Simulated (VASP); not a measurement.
# Ta3N (P-3m1) in VASP: relaxation of cell and atoms with PBEsol

Aim: the relaxation of cell and atoms of Ta3N with PBEsol.

Everything below comes from runs of VASP 6.6.1. Logs are shortened: lines on timing, memory, paths and dates and some standing lists are left out, and cuts for length are marked.

### Step 1. The cell of the first run

The structure is trigonal, space group P-3m1 (No. 164). The conventional cell has a = 3.032 Å, b = 3.032 Å, c = 7.524 Å, α = 90.00°, β = 90.00°, γ = 120.00°. Ta (site symmetry -3m) has 12 Ta at 3.01 to 3.03 Å and 2 N at 3.76 Å within 4.0 Å. Within 3.2 Å of Ta (site symmetry 3m) lie 3 N at 2.19 Å and 12 Ta at 3.01 to 3.15 Å. Within 2.9 Å of N (site symmetry -3m) lie 6 Ta at 2.19 Å.

### Step 2. Relaxation of cell and atoms, PBEsol

Contents of INCAR:

```
PREC = Accurate
ENCUT = 600
EDIFF = 1E-7
ISMEAR = 0
SIGMA = 0.1
LREAL = F
LASPH = T
NELM = 60
ALGO = Normal
ISIF = 3
LWAVE = F
LCHARG = F
GGA = PS
IBRION = 2
NSW = 100
EDIFFG = -0.005
LUSENCCL = F
```

Contents of KPOINTS:

```
regular mesh
0
Gamma
  18 18 6
```

Contents of POSCAR:

```
Ta3N
1.0
    3.0322239879      0.0000000000      0.0000000000
   -1.5161119940      2.6259830035      0.0000000000
    0.0000000000      0.0000000000      7.5241370000
Ta N
3 1
Direct
    0.0000000000      0.0000000000      0.5000000000
    0.3333333300      0.6666666700      0.1739300000
    0.6666666700      0.3333333300      0.8260700000
    0.0000000000      0.0000000000      0.0000000000
```

Potentials or basis: VASP PAW PBE potentials, release 64 (Ta_pv, N).

Run with:

```console
$ cat potpaw_PBE.64/Ta_pv/POTCAR potpaw_PBE.64/N/POTCAR > POTCAR
$ mpirun -np 1 vasp_std > vasp.out
```

OUTCAR:

```text
PREC = Accurate
   ENCUT = 600
   EDIFF = 1E-7
   ISMEAR = 0
   LREAL = F
   LASPH = T
   NELM = 60
   ISIF = 3
   GGA = PS
   IBRION = 2
   NSW = 100
   EDIFFG = -0.005

 ion  position               nearest neighbor table
   1  0.000  0.000  0.500-   2 3.01   3 3.01   3 3.01   2 3.01   3 3.01   2 3.01
   2  0.333  0.667  0.174-   4 2.19   4 2.19   4 2.19   1 3.01   1 3.01   1 3.01   3 3.15   3 3.15
                             3 3.15
   3  0.667  0.333  0.826-   4 2.19   4 2.19   4 2.19   1 3.01   1 3.01   1 3.01   2 3.15   2 3.15
                             2 3.15
   4  0.000  0.000  0.000-   2 2.19   3 2.19   3 2.19   2 2.19   3 2.19   2 2.19

  LATTYP: Found a hexagonal cell.
 ALAT       =     3.0322239879
 C/A-ratio  =     2.4813922158

  Lattice vectors:

 A1 = (   3.0322239879,   0.0000000000,   0.0000000000)
 A2 = (  -1.5161119940,   2.6259830035,   0.0000000000)
 A3 = (   0.0000000000,   0.0000000000,   7.5241370000)

Analysis of symmetry for initial positions (statically):
=====================================================================
 Subroutine PRICEL returns:
 Original cell was already a primitive cell.

 Routine SETGRP: Setting up the symmetry group for a
 hexagonal supercell.

 Subroutine GETGRP returns: Found 12 space group operations
 (whereof 12 operations were pure point group operations)
 out of a pool of 24 trial point group operations.

The static configuration has the point symmetry D_3d.

Analysis of symmetry for dynamics (positions and initial velocities):
=====================================================================
 Subroutine PRICEL returns:
 Original cell was already a primitive cell.

 Routine SETGRP: Setting up the symmetry group for a
 hexagonal supercell.

 Subroutine GETGRP returns: Found 12 space group operations
 (whereof 12 operations were pure point group operations)
 out of a pool of 24 trial point group operations.

The dynamic configuration has the point symmetry D_3d.

 Subroutine INISYM returns: Found 12 space group operations
 (whereof 12 operations are pure point group operations),
 and found     1 'primitive' translations

----------------------------------------------------------------------------------------

                                     Primitive cell

  volume of cell :      59.9115

  direct lattice vectors                    reciprocal lattice vectors
     3.032223988  0.000000000  0.000000000     0.329790940  0.190404888 -0.000000000
    -1.516111994  2.625983004  0.000000000     0.000000000  0.380809776  0.000000000
     0.000000000  0.000000000  7.524137000     0.000000000 -0.000000000  0.132905608
[... 100 lines left out ...]
   NUPDOWN=      -1.0000    fix difference up-down
   EMIN   =  10.00;   EMAX   =-10.00  energy-range for DOS
   EFERMI =   0.00;   METHOD = LEGACY
   ISMEAR =     0;   SIGMA  =   0.10  broadening in eV -4-tet -1-fermi 0-gaus
   EFERMI_NEDOS =   21; number of points for ismear=-14 and -15
   IALGO  =     38    algorithm
   IMIX   =      4    mixing-type and parameters
     AMIX     =   0.40;   BMIX     =  1.00
     AMIX_MAG =   1.60;   BMIX_MAG =  1.00
  volume/ion in A,a.u.               =      14.98       101.08
  Fermi-wavevector in a.u.,A,eV,Ry     =   1.406585  2.658061 26.918884  1.978482
  Thomas-Fermi vector in A             =   2.528931
   LORBIT       =      0    0 simple, 1 ext, 2 COOP (PROOUT), +10 PAW based schemes
   GGA     = PS    functional components
   LHFCALC =     F    Hartree Fock is set to
   AEXX    =    0.0000 exact exchange contribution
   IVDW    =     0    specifies the selected vdW correction
   LEPSILON=     F    determine dielectric tensor
   LRPA    =     F    only Hartree local field effects (RPA)
 conjugate gradient relaxation of ions
 non-spin polarized calculation
 Gauss-broadening in eV      SIGMA  =   0.10
  energy-cutoff  :      600.00
  volume of cell :       59.91
 maximum number of plane-waves:      2040
   NGX = 13   NGY = 13   NGZ = 31

--------------------------------------- Ionic step        1  -------------------------------------------

 number of electron      37.9999999 magnetization

 Free energy of the ion-electron system (eV)
  ---------------------------------------------------
  ext. energy  EPLUGINS =         0.00000000
  ---------------------------------------------------
  free energy    TOTEN  =       -48.38157726 eV

  energy without entropy =      -48.36415464  energy(sigma->0) =      -48.37286595

------------------------ aborting loop because EDIFF is reached ----------------------------------------

  FORCE on cell =-STRESS in cart. coord.  units (eV):
  Direction    XX          YY          ZZ          XY          YZ          ZX
  --------------------------------------------------------------------------------------
  -------------------------------------------------------------------------------------
  Total       -2.9560108     -2.9560108     -2.7583145      0.0000000     -0.0000000      0.0000000
  in kB      -79.0508822    -79.0508823    -73.7640043      0.0000000     -0.0000000      0.0000000
  external PRESSURE =     -77.2885896 kB  Pullay stress =       0.0000000 kB
[... 291 lines left out ...]
--------------------------------------- Ionic step        9  -------------------------------------------

 number of electron      37.9999996 magnetization

 Free energy of the ion-electron system (eV)
  ---------------------------------------------------
  ext. energy  EPLUGINS =         0.00000000
  ---------------------------------------------------
  free energy    TOTEN  =       -48.42780139 eV

  energy without entropy =      -48.41014727  energy(sigma->0) =      -48.41897433

 E-fermi :   6.7379     XC(G=0): -12.9650

 val. band max:        6.7353058411   @ k =   0.2222   0.1111   0.1667
 cond. band min:       6.7385893733   @ k =   0.2778   0.0000   0.1667
 fundamental gap:      0.0032835323
 Fermi energy:         6.7378713990

 k-point     1 :       0.0000    0.0000    0.0000
  band No.  band energies     occupation
      1     -28.3843      2.00000
      2     -28.0471      2.00000
      3     -27.6709      2.00000
      4     -27.6709      2.00000
      5     -27.6374      2.00000
      6     -27.6374      2.00000
[... 613 lines left out ...]
     22       9.8400      0.00000
     23      10.7095      0.00000

 [... further k-points ...]

------------------------ aborting loop because EDIFF is reached ----------------------------------------

  FORCE on cell =-STRESS in cart. coord.  units (eV):
  Direction    XX          YY          ZZ          XY          YZ          ZX
  --------------------------------------------------------------------------------------
  -------------------------------------------------------------------------------------
  Total       -0.0037069     -0.0037069      0.0097971      0.0000000      0.0000000     -0.0000000
  in kB       -0.1021525     -0.1021525      0.2699814      0.0000000      0.0000000     -0.0000000
  external PRESSURE =       0.0218921 kB  Pullay stress =       0.0000000 kB
[... 19 lines left out ...]
  FREE ENERGIE OF THE ION-ELECTRON SYSTEM (eV)
  ---------------------------------------------------
  free  energy   TOTEN  =       -48.4278013926 eV

  energy  without entropy=      -48.4101472683  energy(sigma->0) =      -48.41897433

 reached required accuracy - stopping structural energy minimisation
```

OSZICAR:

```text
N       E                     dE             d eps       ncg     rms          rms(c)
DAV:   1     0.351866288618E+03    0.35187E+03   -0.23552E+04  9292   0.192E+03
[... 92 lines left out ...]
DAV:   1    -0.484278411695E+02   -0.69822E-04   -0.80136E-03  9292   0.755E-01    0.740E-02
DAV:   2    -0.484278209077E+02    0.20262E-04   -0.49234E-04  9907   0.179E-01    0.357E-02
DAV:   3    -0.484278137083E+02    0.71994E-05   -0.19236E-04 12998   0.733E-02    0.182E-02
DAV:   4    -0.484278019202E+02    0.11788E-04   -0.90500E-05 12430   0.502E-02    0.612E-03
DAV:   5    -0.484278017988E+02    0.12133E-06   -0.22401E-06 11002   0.111E-02    0.465E-03
DAV:   6    -0.484278015022E+02    0.29662E-06   -0.39468E-07 10294   0.415E-03    0.115E-03
DAV:   7    -0.484278013866E+02    0.11566E-06   -0.71069E-08  6627   0.203E-03    0.438E-04
DAV:   8    -0.484278013926E+02   -0.60393E-08   -0.16684E-08  5913   0.100E-03
   9 F= -.48427801E+02 E0= -.48418974E+02  d E =-.559541E-04
```

It took 49 min on 1 × NVIDIA H100 80GB with 1 thread of AMD EPYC 7R13 (Zen 3), shared host; peak memory 1.5 GiB.

Results:

| Property | Result |
| --- | --- |
| Free energy | -48.4278 eV |
| Relaxed volume | 14.53 Å³/atom |
| Relaxed cell | a = 3.000 Å, b = 3.000 Å, c = 7.461 Å, α = 90.00°, β = 90.00°, γ = 120.00° |
| Space group after relaxing (to 0.1 Å) | P-3m1 (No. 164) |
| Energy gained by relaxing | 11.6 meV/atom |
| Ionic steps | 9 |
| Pressure after relaxing | 0.0 GPa |
| Largest force after relaxing | 0.004 eV/Å |
| Band gap on the k mesh | zero (bands 19 and 20 overlap by 0.82 eV) |

Forces on the atoms (eV/Å):
```
Ta   0.000  0.000  0.000
Ta   0.000  0.000  0.004
Ta   0.000  0.000 -0.004
N    0.000  0.000  0.000
```

Step by step:
```
step  energy change (eV)  largest force (eV/Å)  pressure (GPa)  volume (Å³)
   1              0.0000                0.3263           -7.73        59.91
   2              0.2652                0.8728           24.35        53.86
   3             -0.0460                0.0562           -0.20        58.16
   4             -0.0460                0.0482            0.02        58.12
   5             -0.0460                0.0420            0.19        58.08
   6             -0.0461                0.0163           -0.31        58.20
   7             -0.0462                0.0231           -0.18        58.17
   8             -0.0462                0.0234            0.13        58.12
   9             -0.0462                0.0038            0.00        58.14
```

Final structure:
```
Ta N
1.0
     2.99958    0.00000    0.00000
    -1.49979    2.59772    0.00000
     0.00000    0.00000    7.46142
Ta N
3 1
Direct
  0.00000 0.00000 0.50000
  0.33333 0.66667 0.17306
  0.66667 0.33333 0.82694
  0.00000 0.00000 0.00000
```

Caveat: the PAW data sets were made with another functional, which shifts forces and pressure a little; spin-orbit coupling is left out, which moves the levels of the heavy elements.
